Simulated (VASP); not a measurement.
# SiC (rocksalt type) (Fm-3m) in VASP: a series of runs

The runs below take SiC (rocksalt type) through single point, with PBE.

All numbers are computed with VASP 6.6.1; they aren't measurements. Logs are shortened: lines on timing, memory, paths and dates and some standing lists are left out, and cuts for length are marked.

**1. The cell of the first run**

The structure is cubic, space group Fm-3m (No. 225). Conventional cell: a = 3.635 Å, b = 3.635 Å, c = 3.635 Å, α = 90.00°, β = 90.00°, γ = 90.00°. Si (site symmetry m-3m) has 6 C at 1.82 Å within 2.4 Å. Within 2.4 Å of C (site symmetry m-3m) lie 6 Si at 1.82 Å.

**2. Single point, PBE (volume scaled by 0.72)**

File INCAR:

```
  PREC = Accurate
  ENCUT = 520
  EDIFF = 1E-6
  ISMEAR = -1
  SIGMA = 0.05
  LREAL = F
  LASPH = T
  NELM = 100
  ALGO = Normal
  ISIF = 2
  LWAVE = F
  LCHARG = T
  GGA = PE
  LELF = T
  LVHAR = T
  NBANDS = 11
```

File KPOINTS:

```
regular mesh
0
Gamma
  17 17 17
```

File POSCAR:

```
SiC
1.0
    0.0000000000      1.8177196408      1.8177196408
    1.8177196408      0.0000000000      1.8177196408
    1.8177196408      1.8177196408      0.0000000000
Si C
1 1
Direct
    0.0000000000      0.0000000000      0.0000000000
    0.5000000000      0.5000000000      0.5000000000
```

Potentials or basis: VASP PAW PBE potentials, release 64 (Si, C).

Launch:

```sh
cat potpaw_PBE.64/Si/POTCAR potpaw_PBE.64/C/POTCAR > POTCAR
mpirun -np 1 vasp_std > vasp.out
```

OUTCAR:

```text
PREC = Accurate
   ENCUT = 520
   EDIFF = 1E-6
   ISMEAR = -1
   LREAL = F
   LASPH = T
   NELM = 100
   ISIF = 2
   GGA = PE

 ion  position               nearest neighbor table
   1  0.000  0.000  0.000-   2 1.82   2 1.82   2 1.82   2 1.82   2 1.82   2 1.82
   2  0.500  0.500  0.500-   1 1.82   1 1.82   1 1.82   1 1.82   1 1.82   1 1.82

  LATTYP: Found a face centered cubic cell.
 ALAT       =     3.6354392816

  Lattice vectors:

 A1 = (   0.0000000000,   1.8177196408,   1.8177196408)
 A2 = (   1.8177196408,   0.0000000000,   1.8177196408)
 A3 = (   1.8177196408,   1.8177196408,   0.0000000000)

Analysis of symmetry for initial positions (statically):
=====================================================================
 Subroutine PRICEL returns:
 Original cell was already a primitive cell.

 Routine SETGRP: Setting up the symmetry group for a
 face centered cubic supercell.

 Subroutine GETGRP returns: Found 48 space group operations
 (whereof 48 operations were pure point group operations)
 out of a pool of 48 trial point group operations.

The static configuration has the point symmetry O_h .

Analysis of symmetry for dynamics (positions and initial velocities):
=====================================================================
 Subroutine PRICEL returns:
 Original cell was already a primitive cell.

 Routine SETGRP: Setting up the symmetry group for a
 face centered cubic supercell.

 Subroutine GETGRP returns: Found 48 space group operations
 (whereof 48 operations were pure point group operations)
 out of a pool of 48 trial point group operations.

The dynamic configuration has the point symmetry O_h .

 Subroutine INISYM returns: Found 48 space group operations
 (whereof 48 operations are pure point group operations),
 and found     1 'primitive' translations

----------------------------------------------------------------------------------------

                                     Primitive cell

  volume of cell :      12.0119

  direct lattice vectors                    reciprocal lattice vectors
     0.000000000  1.817719641  1.817719641    -0.275069922  0.275069922  0.275069922
     1.817719641  0.000000000  1.817719641     0.275069922 -0.275069922  0.275069922
     1.817719641  1.817719641  0.000000000     0.275069922  0.275069922 -0.275069922

  length of vectors
     2.570643769  2.570643769  2.570643769     0.476435081  0.476435081  0.476435081

  position of ions in fractional coordinates (direct lattice)
     0.000000000  0.000000000  0.000000000
     0.500000000  0.500000000  0.500000000
[... 79 lines left out ...]
   EDIFFG = 0.1E-04   stopping-criterion for IOM
   NSW    =      0    number of steps for IOM
   IBRION =     -1    ionic relax: 0-MD 1-quasi-New 2-CG
   NFREE  =      0    steps in history (QN), initial steepest desc. (CG)
   ISIF   =      2    stress and relaxation
   ISYM   =      2    0-nonsym 1-usesym 2-fastsym
   POTIM  = 0.5000    time-step for ionic-motion
   TEBEG  =    0.0;   TEEND  =   0.0 temperature during run
   PSTRESS=    0.0 pullay stress
   NELECT =       8.0000    total number of electrons
   NUPDOWN=      -1.0000    fix difference up-down
   EMIN   =  10.00;   EMAX   =-10.00  energy-range for DOS
   EFERMI =   0.00;   METHOD = LEGACY
   ISMEAR =    -1;   SIGMA  =   0.05  broadening in eV -4-tet -1-fermi 0-gaus
   EFERMI_NEDOS =   21; number of points for ismear=-14 and -15
   IALGO  =     38    algorithm
   IMIX   =      4    mixing-type and parameters
     AMIX     =   0.40;   BMIX     =  1.00
     AMIX_MAG =   1.60;   BMIX_MAG =  1.00
  volume/ion in A,a.u.               =       6.01        40.53
  Fermi-wavevector in a.u.,A,eV,Ry     =   1.429666  2.701677 27.809559  2.043945
  Thomas-Fermi vector in A             =   2.549595
   LORBIT       =      0    0 simple, 1 ext, 2 COOP (PROOUT), +10 PAW based schemes
   GGA     = PE    functional components
   LHFCALC =     F    Hartree Fock is set to
   AEXX    =    0.0000 exact exchange contribution
   IVDW    =     0    specifies the selected vdW correction
   LEPSILON=     F    determine dielectric tensor
   LRPA    =     F    only Hartree local field effects (RPA)
 non-spin polarized calculation
  energy-cutoff  :      520.00
  volume of cell :       12.01
 maximum number of plane-waves:       334
   NGX =  9   NGY =  9   NGZ =  9

 number of electron       8.0000001 magnetization

 Free energy of the ion-electron system (eV)
  ---------------------------------------------------
  ext. energy  EPLUGINS =         0.00000000
  ---------------------------------------------------
  free energy    TOTEN  =       -11.76970000 eV

  energy without entropy =      -11.76969929  energy(sigma->0) =      -11.76969965

 E-fermi :  18.4707     XC(G=0): -14.2180

 val. band max:       18.0307634240   @ k =   0.0000   0.0000   0.0000
 cond. band min:      18.8780690767   @ k =   0.4706   0.4706   0.0000
 fundamental gap:      0.8473056527
 Fermi energy:        18.4706996313

 k-point     1 :       0.0000    0.0000    0.0000
  band No.  band energies     occupation
      1      -4.6108      2.00000
      2      18.0308      1.99970
      3      18.0308      1.99970
      4      18.0308      1.99970
      5      27.0079      0.00000
      6      27.0079      0.00000
      7      27.0079      0.00000
      8      32.2058      0.00000
      9      33.5677      0.00000
     10      33.5677      0.00000
     11      34.1600      0.00000
[... 309 lines left out ...]
 k-point    24 :      -0.1176    0.0588    0.0000
  band No.  band energies     occupation
      1      -3.9541      2.00000
      2      15.3279      2.00000
      3      16.6302      2.00000
      4      17.8434      1.99999
      5      26.4521      0.00000
      6      27.7274      0.00000
      7      28.4878      0.00000
      8      29.5959      0.00000
      9      31.4541      0.00000
     10      33.3159      0.00000
     11      35.3081      0.00000

 [... further k-points ...]
[... 5 lines left out ...]
  --------------------------------------------------------------------------------------
  -------------------------------------------------------------------------------------
  Total       12.3094851     12.3094851     12.3094851      0.0000000      0.0000000      0.0000000
  in kB     1641.8738031   1641.8738031   1641.8738031      0.0000000      0.0000000      0.0000000
  external PRESSURE =    1641.8738031 kB  Pullay stress =       0.0000000 kB

 VOLUME and BASIS-vectors are now :
 -----------------------------------------------------------------------------
  energy-cutoff  :      520.00
  volume of cell :       12.01
      direct lattice vectors                 reciprocal lattice vectors
     0.000000000  1.817719641  1.817719641    -0.275069922  0.275069922  0.275069922
     1.817719641  0.000000000  1.817719641     0.275069922 -0.275069922  0.275069922
     1.817719641  1.817719641  0.000000000     0.275069922  0.275069922 -0.275069922

 POSITION                                       TOTAL-FORCE (eV/Angst)
 -----------------------------------------------------------------------------------
      0.00000      0.00000      0.00000        -0.000000     -0.000000     -0.000000
      1.81772      1.81772      1.81772         0.000000      0.000000      0.000000
 -----------------------------------------------------------------------------------
    total drift:                                0.000000      0.000000      0.000000

  FREE ENERGIE OF THE ION-ELECTRON SYSTEM (eV)
  ---------------------------------------------------
  free  energy   TOTEN  =       -11.7697000010 eV

  energy  without entropy=      -11.7696992907  energy(sigma->0) =      -11.76969965
```

OSZICAR:

```text
N       E                     dE             d eps       ncg     rms          rms(c)
DAV:   1     0.360409694265E+01    0.36041E+01   -0.44135E+03  4117   0.648E+02
DAV:   2    -0.134437747623E+02   -0.17048E+02   -0.16059E+02  4527   0.115E+02
DAV:   3    -0.137730552908E+02   -0.32928E+00   -0.32878E+00  4382   0.117E+01
DAV:   4    -0.137734775028E+02   -0.42221E-03   -0.42220E-03  4007   0.518E-01
DAV:   5    -0.137734780700E+02   -0.56728E-06   -0.56643E-06  4292   0.175E-02    0.129E+01
DAV:   6    -0.119207096769E+02    0.18528E+01   -0.42078E+00  3870   0.112E+01    0.647E+00
DAV:   7    -0.117734853217E+02    0.14722E+00   -0.73641E-01  4202   0.510E+00    0.203E+00
DAV:   8    -0.117699353872E+02    0.35499E-02   -0.78926E-03  3909   0.671E-01    0.558E-01
DAV:   9    -0.117696938647E+02    0.24152E-03   -0.48239E-04  4473   0.202E-01    0.181E-01
DAV:  10    -0.117696990599E+02   -0.51952E-05   -0.55999E-06  4150   0.206E-02    0.161E-02
DAV:  11    -0.117697001553E+02   -0.10954E-05   -0.23901E-06  3894   0.110E-02    0.749E-03
DAV:  12    -0.117697000010E+02    0.15438E-06   -0.43577E-08  1977   0.188E-03
   1 F= -.11769700E+02 E0= -.11769700E+02  d E =-.710259E-06
```

Wall time 17 s (1 thread of Intel Xeon Platinum 8259CL at 2.50GHz (Skylake/Cascade Lake), shared host); peak memory 0.13 GiB.

Results:

| Item | Value |
| --- | --- |
| Free energy | -11.7697 eV |
| Pressure | 164.2 GPa |
| Band gap on the k mesh | 0.85 eV, indirect (least direct gap 6.54 eV) |

Levels at points of the mesh, in eV from the valence-band top:
| k point | band 2 | band 3 | band 4 | band 5 | band 6 | band 7 |
| --- | --- | --- | --- | --- | --- | --- |
| (0.00, 0.00, 0.00) | 0.00 | 0.00 | 0.00 | 8.98 | 8.98 | 8.98 |

 A k mesh can miss the band edges.

**3. Single point, PBE (volume scaled by 0.8)**

File INCAR:

```
ALGO = Normal ; EDIFF = 1E-6
ENCUT = 520 ; GGA = PE
ISIF = 2 ; ISMEAR = -1
LASPH = True ; LCHARG = False
LREAL = False ; LWAVE = False
NBANDS = 11 ; NELM = 100
PREC = Accurate ; SIGMA = 0.05
```

File KPOINTS:

```
k-points
0
Gamma
  17 17 17
```

File POSCAR:

```
SiC
1.0
    0.0000000000      1.8826925182      1.8826925182
    1.8826925182      0.0000000000      1.8826925182
    1.8826925182      1.8826925182      0.0000000000
Si C
1 1
Direct
    0.0000000000      0.0000000000      0.0000000000
    0.5000000000      0.5000000000      0.5000000000
```

Potentials or basis: VASP PAW PBE potentials, release 64 (Si, C).

Launch:

```sh
cat potpaw_PBE.64/Si/POTCAR potpaw_PBE.64/C/POTCAR > POTCAR
mpirun -np 1 vasp_std > vasp.out
```

Wall time 17 s (1 thread of Intel Xeon Platinum 8259CL at 2.50GHz (Skylake/Cascade Lake), shared host); peak memory 0.13 GiB.

Results (log left out):

```yaml
Free_energy: -12.8065 eV
Pressure: 89.9 GPa
Band_gap_on_the_k_mesh: 0.71 eV, indirect (least direct gap 5.92 eV)
```

Levels at points of the mesh, in eV from the valence-band top:
```tsv
k point	band 1	band 2	band 3	band 4	band 5	band 6	band 7	band 8	band 9
(0.00, 0.00, 0.00)	-21.20	0.00	0.00	0.00	8.98	8.98	8.98	11.78	15.00
```

 A k mesh can miss the band edges.

**4. Single point, PBE (volume scaled by 0.8)**

File INCAR:

```
SYSTEM = SiC
PREC = Accurate
ENCUT = 520
EDIFF = 1E-7
ISMEAR = -1
SIGMA = 0.05
LREAL = .FALSE.
LASPH = .TRUE.
NELM = 100
ALGO = Normal
ISIF = 2
LWAVE = .FALSE.
LCHARG = .TRUE.
GGA = PE
LELF = .TRUE.
LVHAR = .TRUE.
NBANDS = 11
```

File KPOINTS:

```
Automatic mesh
0
G
  17 17 17
  0 0 0
```

POSCAR is that of step 3.

Potentials or basis: VASP PAW PBE potentials, release 64 (Si, C).

Launch:

```sh
cat potpaw_PBE.64/Si/POTCAR potpaw_PBE.64/C/POTCAR > POTCAR
mpirun -np 1 vasp_std > vasp.out
```

OUTCAR:

```text
SYSTEM = SiC
   PREC = Accurate
   ENCUT = 520
   EDIFF = 1E-7
   ISMEAR = -1
   LREAL = .FALSE.
   LASPH = .TRUE.
   NELM = 100
   ISIF = 2
   GGA = PE

 ion  position               nearest neighbor table
   1  0.000  0.000  0.000-   2 1.88   2 1.88   2 1.88   2 1.88   2 1.88   2 1.88
   2  0.500  0.500  0.500-   1 1.88   1 1.88   1 1.88   1 1.88   1 1.88   1 1.88

  LATTYP: Found a face centered cubic cell.
 ALAT       =     3.7653850364

  Lattice vectors:

 A1 = (   0.0000000000,   1.8826925182,   1.8826925182)
 A2 = (   1.8826925182,   0.0000000000,   1.8826925182)
 A3 = (   1.8826925182,   1.8826925182,   0.0000000000)

Analysis of symmetry for initial positions (statically):
=====================================================================
 Subroutine PRICEL returns:
 Original cell was already a primitive cell.

 Routine SETGRP: Setting up the symmetry group for a
 face centered cubic supercell.

 Subroutine GETGRP returns: Found 48 space group operations
 (whereof 48 operations were pure point group operations)
 out of a pool of 48 trial point group operations.

The static configuration has the point symmetry O_h .
[... 163 lines left out ...]
 cond. band min:      16.7659351813   @ k =   0.4706   0.4706   0.0000
 fundamental gap:      0.7104297273
 Fermi energy:        16.4417823589

 k-point     1 :       0.0000    0.0000    0.0000
  band No.  band energies     occupation
      1      -5.1417      2.00000
      2      16.0555      1.99912
      3      16.0555      1.99912
      4      16.0555      1.99912
      5      25.0339      0.00000
      6      25.0339      0.00000
      7      25.0339      0.00000
      8      27.8308      0.00000
      9      31.0550      0.00000
     10      31.0550      0.00000
     11      31.7833      0.00000
[... 309 lines left out ...]
 k-point    24 :      -0.1176    0.0588    0.0000
  band No.  band energies     occupation
      1      -4.5276      2.00000
      2      13.5450      2.00000
      3      14.8221      2.00000
      4      15.9530      1.99989
      5      24.3920      0.00000
      6      25.6299      0.00000
      7      26.0997      0.00000
      8      26.8114      0.00000
      9      28.2374      0.00000
     10      29.5722      0.00000
     11      31.7541      0.00000

 [... further k-points ...]
[... 5 lines left out ...]
  --------------------------------------------------------------------------------------
  -------------------------------------------------------------------------------------
  Total        7.4885978      7.4885978      7.4885978      0.0000000      0.0000000      0.0000000
  in kB      898.9652449    898.9652449    898.9652449      0.0000000      0.0000000      0.0000000
  external PRESSURE =     898.9652449 kB  Pullay stress =       0.0000000 kB

 VOLUME and BASIS-vectors are now :
 -----------------------------------------------------------------------------
  energy-cutoff  :      520.00
  volume of cell :       13.35
      direct lattice vectors                 reciprocal lattice vectors
     0.000000000  1.882692518  1.882692518    -0.265577090  0.265577090  0.265577090
     1.882692518  0.000000000  1.882692518     0.265577090 -0.265577090  0.265577090
     1.882692518  1.882692518  0.000000000     0.265577090  0.265577090 -0.265577090

 POSITION                                       TOTAL-FORCE (eV/Angst)
 -----------------------------------------------------------------------------------
      0.00000      0.00000      0.00000        -0.000000      0.000000     -0.000000
      1.88269      1.88269      1.88269         0.000000     -0.000000      0.000000
 -----------------------------------------------------------------------------------
    total drift:                                0.000000      0.000000      0.000000

  FREE ENERGIE OF THE ION-ELECTRON SYSTEM (eV)
  ---------------------------------------------------
  free  energy   TOTEN  =       -12.8064629433 eV

  energy  without entropy=      -12.8064595485  energy(sigma->0) =      -12.80646125
```

OSZICAR:

```text
N       E                     dE             d eps       ncg     rms          rms(c)
DAV:   1     0.326093301694E+01    0.32609E+01   -0.43893E+03  4084   0.639E+02
DAV:   2    -0.141766647683E+02   -0.17438E+02   -0.16279E+02  4501   0.112E+02
DAV:   3    -0.145910544380E+02   -0.41439E+00   -0.41348E+00  4346   0.128E+01
DAV:   4    -0.145917506257E+02   -0.69619E-03   -0.69616E-03  3988   0.644E-01
DAV:   5    -0.145917517678E+02   -0.11422E-05   -0.11422E-05  4320   0.240E-02    0.110E+01
DAV:   6    -0.129066126013E+02    0.16851E+01   -0.43844E+00  3864   0.107E+01    0.534E+00
DAV:   7    -0.128083730145E+02    0.98240E-01   -0.59513E-01  4185   0.446E+00    0.179E+00
DAV:   8    -0.128064849805E+02    0.18880E-02   -0.71270E-03  3822   0.611E-01    0.494E-01
DAV:   9    -0.128064543539E+02    0.30627E-04   -0.56180E-04  4328   0.207E-01    0.161E-01
DAV:  10    -0.128064622407E+02   -0.78868E-05   -0.10076E-05  4114   0.255E-02    0.164E-02
DAV:  11    -0.128064631358E+02   -0.89508E-06   -0.42466E-06  4108   0.131E-02    0.524E-03
DAV:  12    -0.128064629875E+02    0.14829E-06   -0.87851E-08  2504   0.256E-03    0.101E-03
DAV:  13    -0.128064629433E+02    0.44221E-07   -0.12764E-08  1974   0.697E-04
   1 F= -.12806463E+02 E0= -.12806461E+02  d E =-.339479E-05
```

stdout:

```text
POSCAR found type information on POSCAR SiC
 POSCAR found :  2 types and       2 ions
 scaLAPACK will be used
 LDA part: xc-table for (Slater+PW92), standard interpolation
 POSCAR, INCAR and KPOINTS ok, starting setup
 FFT: planning ... GRIDC
 FFT: planning ... GRID_SOFT
 FFT: planning ... GRID
 WAVECAR not read
 entering main loop
```

Run time: 23 s. Hardware: 1 thread of Intel Xeon Platinum 8259CL at 2.50GHz (Skylake/Cascade Lake), shared host; peak memory 0.13 GiB.

What came out:

* Free energy: -12.8065 eV
* Pressure: 89.9 GPa
* Band gap on the k mesh: 0.71 eV, indirect (least direct gap 5.92 eV)

 A k mesh can miss the band edges.

(Continued in part 2 of 2.)
